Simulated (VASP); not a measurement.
# Ni (Fm-3m) in VASP: further runs, part 2 of 2

VASP 6.6.1. The steps go on from the part before.

### 4 Single point, PBEsol, collinear spin, ferromagnetic start

INCAR reads:

```
SYSTEM = Ni
  ALGO = Normal
  EDIFF = 1E-6
  ENCUT = 520
  GGA = PS
  ISIF = 2
  ISMEAR = -1
  ISPIN = 2
  LASPH = .TRUE.
  LCHARG = .TRUE.
  LELF = .TRUE.
  LMAXMIX = 4
  LORBIT = 11
  LREAL = .FALSE.
  LVHAR = .TRUE.
  LWAVE = .FALSE.
  MAGMOM = 1.5
  NBANDS = 15
  NELM = 150
  PREC = Accurate
  SIGMA = 0.05
```

KPOINTS reads:

```
k-points
0
G
  20 20 20
  0 0 0
```

POSCAR reads:

```
Ni
1.0
    0.0000000000      1.7316504786      1.7316504786
    1.7316504786      0.0000000000      1.7316504786
    1.7316504786      1.7316504786      0.0000000000
Ni
1
Direct
    0.0000000000      0.0000000000      0.0000000000
```

Potentials or basis: VASP PAW PBE potentials, release 64 (Ni).

On the command line:

```console
$ cat potpaw_PBE.64/Ni/POTCAR > POTCAR
$ mpirun -np 1 vasp_std > vasp.out
```

OUTCAR:

```text
SYSTEM = Ni
   EDIFF = 1E-6
   ENCUT = 520
   GGA = PS
   ISIF = 2
   ISMEAR = -1
   ISPIN = 2
   LASPH = .TRUE.
   LORBIT = 11
   LREAL = .FALSE.
   NELM = 150
   PREC = Accurate

 ion  position               nearest neighbor table
   1  0.000  0.000  0.000-

  LATTYP: Found a face centered cubic cell.
 ALAT       =     3.4633009572

  Lattice vectors:

 A1 = (   0.0000000000,   1.7316504786,   1.7316504786)
 A2 = (   1.7316504786,   0.0000000000,   1.7316504786)
 A3 = (   1.7316504786,   1.7316504786,   0.0000000000)

Analysis of symmetry for initial positions (statically):
=====================================================================
 Subroutine PRICEL returns:
 Original cell was already a primitive cell.

 Routine SETGRP: Setting up the symmetry group for a
 face centered cubic supercell.

 Subroutine GETGRP returns: Found 48 space group operations
 (whereof 48 operations were pure point group operations)
[... 630 lines left out ...]
      7      33.8465      0.00000
      8      38.1572      0.00000
      9      38.1572      0.00000
     10      38.1572      0.00000
     11      41.3620      0.00000
     12      41.3620      0.00000
     13      41.3620      0.00000
     14      44.0634      0.00000
[... 403 lines left out ...]
      4       8.0804      1.00000
      5       9.6477      0.98557
      6       9.9848      0.07463
      7      19.6082      0.00000
      8      32.0125      0.00000
      9      34.5590      0.00000
     10      36.7020      0.00000
     11      38.5478      0.00000
     12      40.4340      0.00000
     13      44.9272      0.00000
     14      51.7753      0.00000
     15      53.4441      0.00000

 [... further k-points ...]

------------------------ aborting loop because EDIFF is reached ----------------------------------------

  FORCE on cell =-STRESS in cart. coord.  units (eV):
  Direction    XX          YY          ZZ          XY          YZ          ZX
  --------------------------------------------------------------------------------------
  -------------------------------------------------------------------------------------
  Total       -0.0027824     -0.0027824     -0.0027824      0.0000000      0.0000000     -0.0000000
  in kB       -0.4292563     -0.4292563     -0.4292563      0.0000000      0.0000000     -0.0000000
  external PRESSURE =      -0.4292563 kB  Pullay stress =       0.0000000 kB

 VOLUME and BASIS-vectors are now :
 -----------------------------------------------------------------------------
  energy-cutoff  :      520.00
  volume of cell :       10.39
      direct lattice vectors                 reciprocal lattice vectors
     0.000000000  1.731650479  1.731650479    -0.288741872  0.288741872  0.288741872
     1.731650479  0.000000000  1.731650479     0.288741872 -0.288741872  0.288741872
     1.731650479  1.731650479  0.000000000     0.288741872  0.288741872 -0.288741872

 POSITION                                       TOTAL-FORCE (eV/Angst)
 -----------------------------------------------------------------------------------
      0.00000      0.00000      0.00000         0.000000     -0.000000      0.000000
 -----------------------------------------------------------------------------------
    total drift:                                0.000000     -0.000000      0.000000

  FREE ENERGIE OF THE ION-ELECTRON SYSTEM (eV)
  ---------------------------------------------------
  free  energy   TOTEN  =        -6.1426573283 eV

  energy  without entropy=       -6.1289362991  energy(sigma->0) =       -6.13579681

 total charge

# of ion       s       p       d       tot
------------------------------------------
    1        0.521   0.546   8.333   9.400

 magnetization (x)

# of ion       s       p       d       tot
------------------------------------------
    1       -0.006  -0.024   0.657   0.627
```

stdout:

```text
POSCAR found type information on POSCAR Ni
 POSCAR found :  1 types and       1 ions
 scaLAPACK will be used
 -----------------------------------------------------------------------------
|                                                                             |
|                                                                             |
|     You enforced a specific xc type in the INCAR file but a different       |
|     I HOPE YOU KNOW WHAT YOU ARE DOING!                                     |
|                                                                             |
 -----------------------------------------------------------------------------

 LDA part: xc-table for (Slater+PW92), standard interpolation
 POSCAR, INCAR and KPOINTS ok, starting setup
 FFT: planning ... GRIDC
 FFT: planning ... GRID_SOFT
 FFT: planning ... GRID
 WAVECAR not read
 entering main loop
```

Run time: 44 s. Hardware: 1 thread of Intel Xeon Platinum 8488C (Sapphire Rapids), shared host; peak memory 0.17 GiB.

What came out:

```
Free energy                                           : -6.1427 eV
Pressure                                              : 0.0 GPa
Net moment                                            : 0.62 μB per cell
Site moments                                          : Ni +0.63 μB
Valence electrons inside the program's atomic spheres : Ni 9.40
```

Levels at points of the mesh, in eV from the Fermi level:
Spin up:
| k point | band 2 | band 3 | band 4 | band 5 | band 6 | band 7 | band 8 | band 9 |
| --- | --- | --- | --- | --- | --- | --- | --- | --- |
| (0.00, 0.00, 0.00) | -2.54 | -2.54 | -2.54 | -1.30 | -1.30 | 24.09 | 28.30 | 28.30 |
| (0.50, 0.00, 0.00) | -2.54 | -2.54 | -0.58 | -0.58 | -0.43 | 5.98 | 22.56 | 25.43 |
| (0.50, 0.50, 0.00) | -4.45 | -0.53 | -0.43 | -0.43 | 2.42 | 9.62 | 15.21 | 15.21 |
Spin down:
| k point | band 3 | band 4 | band 5 | band 6 | band 7 | band 8 |
| --- | --- | --- | --- | --- | --- | --- |
| (0.00, 0.00, 0.00) | -1.83 | -1.83 | -0.69 | -0.69 | 23.99 | 28.30 |
| (0.50, 0.00, 0.00) | -1.92 | -0.46 | 0.16 | 0.16 | 6.40 | 22.46 |
| (0.50, 0.50, 0.00) | 0.10 | 0.40 | 0.40 | 2.42 | 9.89 | 15.23 |

Caveat: the PAW data sets were made with another functional, which shifts forces and pressure a little.

### 5 Relaxation of cell and atoms, PBEsol, collinear spin, ferromagnetic start

This run uses another cell than the first one, of 10.94 Å³/atom.

INCAR reads:

```
ALGO = Normal
EDIFF = 1E-7
EDIFFG = -0.005
ENCUT = 600
GGA = PS
IBRION = 2
ISIF = 3
ISMEAR = -1
ISPIN = 2
LASPH = True
LCHARG = False
LMAXMIX = 4
LORBIT = 11
LREAL = False
LWAVE = False
MAGMOM = 1.5
NELM = 150
NSW = 100
PREC = Accurate
SIGMA = 0.05
```

KPOINTS reads:

```
k-points
0
Gamma
  16 16 16
```

POSCAR reads:

```
Ni
1.0
    0.0000000000      1.7619350000      1.7619350000
    1.7619350000      0.0000000000      1.7619350000
    1.7619350000      1.7619350000      0.0000000000
Ni
1
Direct
    0.0000000000      0.0000000000      0.0000000000
```

Potentials or basis: VASP PAW PBE potentials, release 64 (Ni).

On the command line:

```console
$ cat potpaw_PBE.64/Ni/POTCAR > POTCAR
$ mpirun -np 1 vasp_std > vasp.out
```

OUTCAR:

```text
EDIFF = 1E-7
   EDIFFG = -0.005
   ENCUT = 600
   GGA = PS
   IBRION = 2
   ISIF = 3
   ISMEAR = -1
   ISPIN = 2
   LASPH = True
   LORBIT = 11
   LREAL = False
   NELM = 150
   NSW = 100
   PREC = Accurate

 ion  position               nearest neighbor table
   1  0.000  0.000  0.000-

  LATTYP: Found a face centered cubic cell.
 ALAT       =     3.5238700000

  Lattice vectors:

 A1 = (   0.0000000000,   1.7619350000,   1.7619350000)
 A2 = (   1.7619350000,   0.0000000000,   1.7619350000)
 A3 = (   1.7619350000,   1.7619350000,   0.0000000000)

Analysis of symmetry for initial positions (statically):
=====================================================================
 Subroutine PRICEL returns:
 Original cell was already a primitive cell.

 Routine SETGRP: Setting up the symmetry group for a
 face centered cubic supercell.

 Subroutine GETGRP returns: Found 48 space group operations
 (whereof 48 operations were pure point group operations)
 out of a pool of 48 trial point group operations.

The static configuration has the point symmetry O_h .

Analysis of symmetry for dynamics (positions and initial velocities):
=====================================================================
 Subroutine PRICEL returns:
 Original cell was already a primitive cell.

 Routine SETGRP: Setting up the symmetry group for a
 face centered cubic supercell.

 Subroutine GETGRP returns: Found 48 space group operations
 (whereof 48 operations were pure point group operations)
 out of a pool of 48 trial point group operations.

The dynamic configuration has the point symmetry O_h .

Analysis of structural, dynamic, and magnetic symmetry:
=====================================================================
 Subroutine PRICEL returns:
 Original cell was already a primitive cell.

 Routine SETGRP: Setting up the symmetry group for a
 face centered cubic supercell.

 Subroutine GETGRP returns: Found 48 space group operations
 (whereof 48 operations were pure point group operations)
 out of a pool of 48 trial point group operations.

[... 137 lines left out ...]

 number of electron      10.0000010 magnetization       0.5966461

 Free energy of the ion-electron system (eV)
  ---------------------------------------------------
  ext. energy  EPLUGINS =         0.00000000
  ---------------------------------------------------
  free energy    TOTEN  =        -6.12303994 eV

  energy without entropy =       -6.10851549  energy(sigma->0) =       -6.11577771

------------------------ aborting loop because EDIFF is reached ----------------------------------------

  FORCE on cell =-STRESS in cart. coord.  units (eV):
  Direction    XX          YY          ZZ          XY          YZ          ZX
  --------------------------------------------------------------------------------------
  -------------------------------------------------------------------------------------
  Total       -0.7318992     -0.7318992     -0.7318992      0.0000000      0.0000000     -0.0000000
  in kB     -107.1919668   -107.1919668   -107.1919668      0.0000000      0.0000000     -0.0000000
  external PRESSURE =    -107.1919668 kB  Pullay stress =       0.0000000 kB
[... 22 lines left out ...]
--------------------------------------- Ionic step        2  -------------------------------------------

 number of electron      10.0000000 magnetization       0.5780197

 E-fermi :  10.7131     XC(G=0): -14.0541

 val. band max:       10.7012292092   @ k =  -0.3125   0.3750   0.0625
 cond. band min:      10.7152061753   @ k =  -0.4375   0.2500   0.1250
 fundamental gap:      0.0139769661
 Fermi energy:        10.7131149145

 spin component 1

 k-point     1 :       0.0000    0.0000    0.0000
  band No.  band energies     occupation
      1       0.9156      1.00000
      2       8.0362      1.00000
      3       8.0362      1.00000
      4       8.0362      1.00000
      5       9.3868      1.00000
      6       9.3868      1.00000
      7      35.2706      0.00000
      8      39.9262      0.00000
      9      39.9262      0.00000
     10      39.9262      0.00000
[... 754 lines left out ...]
--------------------------------------- Ionic step        6  -------------------------------------------

 number of electron       9.9999995 magnetization       0.5858770

 Free energy of the ion-electron system (eV)
  ---------------------------------------------------
  ext. energy  EPLUGINS =         0.00000000
  ---------------------------------------------------
  free energy    TOTEN  =        -6.14337238 eV

  energy without entropy =       -6.13004894  energy(sigma->0) =       -6.13671066

 E-fermi :   9.8879     XC(G=0): -13.7248

 val. band max:        9.8828168520   @ k =  -0.3125   0.3750   0.0625
 cond. band min:       9.8942723517   @ k =  -0.4375   0.2500   0.1250
 fundamental gap:      0.0114554998
 Fermi energy:         9.8878754990

 spin component 1

 k-point     1 :       0.0000    0.0000    0.0000
  band No.  band energies     occupation
      1       0.4870      1.00000
      2       7.3606      1.00000
      3       7.3606      1.00000
      4       7.3606      1.00000
      5       8.6127      1.00000
      6       8.6127      1.00000
      7      33.9951      0.00000
      8      38.2185      0.00000
      9      38.2185      0.00000
     10      38.2185      0.00000
[... 643 lines left out ...]
  FREE ENERGIE OF THE ION-ELECTRON SYSTEM (eV)
  ---------------------------------------------------
  free  energy   TOTEN  =        -6.1433723834 eV

  energy  without entropy=       -6.1300489394  energy(sigma->0) =       -6.13671066

 reached required accuracy - stopping structural energy minimisation

 total charge

# of ion       s       p       d       tot
------------------------------------------
    1        0.521   0.547   8.337   9.405

 magnetization (x)

# of ion       s       p       d       tot
------------------------------------------
    1       -0.007  -0.024   0.622   0.591
```

OSZICAR:

```text
N       E                     dE             d eps       ncg     rms          rms(c)
DAV:   1     0.286430663960E+02    0.28643E+02   -0.52464E+03  5890   0.143E+03
DAV:   2    -0.647051442826E+01   -0.35114E+02   -0.33300E+02  5886   0.181E+02
[... 54 lines left out ...]
       N       E                     dE             d eps       ncg     rms          rms(c)
DAV:   1    -0.614347275670E+01   -0.10430E-03   -0.15406E-03  6236   0.638E-01    0.843E-02
DAV:   2    -0.614340335825E+01    0.69398E-04   -0.14095E-03  6370   0.539E-01    0.421E-02
DAV:   3    -0.614337476790E+01    0.28590E-04   -0.20172E-04  6260   0.215E-01    0.134E-02
DAV:   4    -0.614337274134E+01    0.20266E-05   -0.13969E-06  6402   0.972E-03    0.759E-03
DAV:   5    -0.614337243896E+01    0.30238E-06   -0.57670E-07  5764   0.550E-03    0.136E-03
DAV:   6    -0.614337238337E+01    0.55586E-07   -0.13218E-08  3078   0.117E-03
   6 F= -.61433724E+01 E0= -.61367107E+01  d E =-.280554E-05  mag=     0.5859
```

CONTCAR:

```text
Ni
   1.00000000000000
    -0.0000000000000000    1.7305551270412531    1.7305551270412531
     1.7305551270412531    0.0000000000000000    1.7305551270412531
     1.7305551270412531    1.7305551270412531    0.0000000000000000
  Ni
     1
Direct
     0.0000000000000000    0.0000000000000000    0.0000000000000000

  0.00000000E+00  0.00000000E+00  0.00000000E+00
```

Run time: 80 s. Hardware: 1 thread of Intel Xeon Platinum 8488C (Sapphire Rapids), shared host; peak memory 0.16 GiB.

Results:

| Quantity | Value |
| --- | --- |
| Free energy | -6.1434 eV |
| Relaxed volume | 10.37 Å³/atom |
| Relaxed cell | a = 2.447 Å, b = 2.447 Å, c = 2.447 Å, α = 60.00°, β = 60.00°, γ = 60.00° |
| Space group after relaxing (to 0.1 Å) | Fm-3m (No. 225) |
| Energy gained by relaxing | 20.3 meV/atom |
| Ionic steps | 6 |
| Pressure after relaxing | 0.0 GPa |
| Net moment | 0.59 μB per cell |
| Site moments | Ni +0.59 μB |
| Valence electrons inside the program's atomic spheres | Ni 9.40 |

Step by step:
| step | energy change (eV) | largest force (eV/Å) | pressure (GPa) | volume (Å³) |
| --- | --- | --- | --- | --- |
| 1 | 0.0000 | 0.0000 | -10.72 | 10.94 |
| 2 | 0.0023 | 0.0000 | 14.09 | 9.82 |
| 3 | -0.0203 | 0.0000 | -0.09 | 10.37 |
| 4 | -0.0203 | 0.0000 | 0.16 | 10.36 |
| 5 | -0.0203 | 0.0000 | -0.15 | 10.37 |
| 6 | -0.0203 | 0.0000 | 0.02 | 10.37 |

Final structure:
```cif
data_structure
_symmetry_space_group_name_H-M 'P 1'
_symmetry_Int_Tables_number 1
_cell_length_a 2.4474
_cell_length_b 2.4474
_cell_length_c 2.4474
_cell_angle_alpha 60.000
_cell_angle_beta 60.000
_cell_angle_gamma 60.000
_cell_volume 10.37
loop_
_atom_site_label
_atom_site_type_symbol
_atom_site_fract_x
_atom_site_fract_y
_atom_site_fract_z
_atom_site_occupancy
Ni1 Ni 0.00000 0.00000 0.00000 1
```

Caveat: the PAW data sets were made with another functional, which shifts forces and pressure a little.

### 6 Relaxation of cell and atoms, PBEsol, collinear spin, ferromagnetic start

This run uses another cell than the first one, of 10.94 Å³/atom.

INCAR reads:

```
SYSTEM = Ni
ALGO = Normal
EDIFF = 1E-6
EDIFFG = -0.005
ENCUT = 600
GGA = PS
IBRION = 2
ISIF = 3
ISMEAR = -1
ISPIN = 2
LASPH = .TRUE.
LCHARG = .FALSE.
LMAXMIX = 4
LORBIT = 11
LREAL = .FALSE.
LWAVE = .FALSE.
MAGMOM = 1.5
NELM = 150
NSW = 100
PREC = Accurate
SIGMA = 0.05
```

KPOINTS reads:

```
k-points
0
G
  20 20 20
  0 0 0
```

POSCAR is that of step 5.

Potentials or basis: VASP PAW PBE potentials, release 64 (Ni).

On the command line:

```console
$ cat potpaw_PBE.64/Ni/POTCAR > POTCAR
$ mpirun -np 1 vasp_std > vasp.out
```

It took 1.7 min on 1 thread of Intel Xeon Platinum 8488C (Sapphire Rapids), shared host; peak memory 0.19 GiB.

It converged, with:

```
Free energy                                           : -6.1428 eV
Relaxed volume                                        : 10.38 Å³/atom
Relaxed cell                                          : a = 2.449 Å, b = 2.449 Å, c = 2.449 Å, α = 60.00°, β = 60.00°, γ = 60.00°
Space group after relaxing (to 0.1 Å)                 : Fm-3m (No. 225)
Energy gained by relaxing                             : 19.5 meV/atom
Ionic steps                                           : 5
Pressure after relaxing                               : 0.0 GPa
Net moment                                            : 0.62 μB per cell
Site moments                                          : Ni +0.63 μB
Valence electrons inside the program's atomic spheres : Ni 9.40
```

The path:
```csv
step,energy change (eV),largest force (eV/Å),pressure (GPa),volume (Å³)
1,0.0000,0.0000,-10.54,10.94
2,0.0026,0.0000,13.88,9.84
3,-0.0195,0.0000,-0.14,10.38
4,-0.0195,0.0000,0.11,10.37
5,-0.0195,0.0000,-0.03,10.38
```

Final structure:
```cif
data_structure
_symmetry_space_group_name_H-M 'P 1'
_symmetry_Int_Tables_number 1
_cell_length_a 2.4486
_cell_length_b 2.4486
_cell_length_c 2.4486
_cell_angle_alpha 60.000
_cell_angle_beta 60.000
_cell_angle_gamma 60.000
_cell_volume 10.38
loop_
_atom_site_label
_atom_site_type_symbol
_atom_site_fract_x
_atom_site_fract_y
_atom_site_fract_z
_atom_site_occupancy
Ni1 Ni 0.00000 0.00000 0.00000 1
```

Levels at points of the mesh, in eV from the Fermi level:
Spin up:
```
           k point  band 1  band 2  band 3  band 4  band 5  band 6  band 7  band 8  band 9  band 10
(0.00, 0.00, 0.00)   -9.39   -2.55   -2.55   -2.55   -1.30   -1.30   24.10   28.30   28.30    28.30
(0.50, 0.00, 0.00)   -5.11   -2.54   -2.54   -0.58   -0.58   -0.43    5.99   22.57   25.44    25.44
(0.50, 0.50, 0.00)   -4.95   -4.45   -0.53   -0.43   -0.43    2.42    9.62   15.21   15.21    20.29
```
Spin down:
```tsv
k point	band 1	band 2	band 3	band 4	band 5	band 6	band 7	band 8	band 9	band 10
(0.00, 0.00, 0.00)	-9.40	-1.83	-1.83	-1.83	-0.69	-0.69	23.99	28.30	28.30	28.30
(0.50, 0.00, 0.00)	-4.70	-1.93	-1.93	-0.46	0.16	0.16	6.41	22.47	25.53	25.53
(0.50, 0.50, 0.00)	-4.59	-3.86	0.10	0.40	0.40	2.42	9.89	15.24	15.24	20.49
```

Caveat: the PAW data sets were made with another functional, which shifts forces and pressure a little.

### 7 Summary

| task | cell | k mesh | cutoff (eV) | gap on the mesh (eV) | pressure (GPa) | moment (μB) | relaxed volume (Å³/atom) |
| --- | --- | --- | --- | --- | --- | --- | --- |
| single point | a = 2.448 Å, angles 60.0°, 1 atom | 16 × 16 × 16 | 520 | none | 0.0 | 0.59 | - |
| single point | a = 2.449 Å, angles 60.0°, 1 atom | 20 × 20 × 20 | 520 | none | 0.0 | 0.62 | - |
| relaxation of cell and atoms | relaxed from a = 2.492 Å, angles 60.0°, 1 atom | 16 × 16 × 16 | 600 | none | 0.0 | 0.59 | 10.37 |
| relaxation of cell and atoms | relaxed from a = 2.492 Å, angles 60.0°, 1 atom | 20 × 20 × 20 | 600 | none | 0.0 | 0.62 | 10.38 |

Alike in all rows: level PBEsol; potentials or basis VASP PAW PBE potentials, release 64 (Ni); spin collinear, ferromagnetic start; smearing fermi-dirac 0.05 eV.

Caveats: the PAW data sets were made with another functional, which shifts forces and pressure a little.

Total energies depend on the potentials used, so only differences within one code and one set of settings carry meaning.
